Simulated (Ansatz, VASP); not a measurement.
# Ti2B2Os: VASP beside Ansatz

```
Ti B Os
1.0
     4.13960    0.00000    0.00000
     0.00000    4.13960    0.00000
     0.00000    0.00000    5.44772
Ti B Os
2 2 1
Cartesian
  0.0000 2.0698 2.7239
  2.0698 0.0000 2.7239
  0.0000 0.0000 1.9319
  0.0000 0.0000 3.5159
  0.0000 0.0000 0.0000
```

Alike in both runs: functional PBE; k mesh 6 × 6 × 4; occupations gaussian, width 0.1 eV; no spin polarisation.

Ansatz relaxed the structure, and its values are those at the end. VASP's run is a single point on that final structure, the one shown.

```csv
,VASP,Ansatz
version,VASP 6.6.1,Ansatz 0.2.0
potentials or method,"VASP PAW PBE potentials, release 64 (Ti_sv, B, Os_sv_GW), cutoff 560 eV","scalar-relativistic, plane waves, PAW"
valence electrons in the cell,46,46
```

|  | VASP | Ansatz | Ansatz less VASP |
| --- | --- | --- | --- |
| gap on the k mesh at the Fermi level (eV) | none | none | - |
| pressure (GPa) | -0.5 | -0.3 | +0.19 |
| rms of the force components (eV/Å) | 0.000 | 0.008 | +0.0076 |

A gap of «none» marks a metal or a gap that the smearing closes. With one functional, cell and mesh, what is left measures potentials, basis and numerics.

Spin-orbit coupling is off throughout.
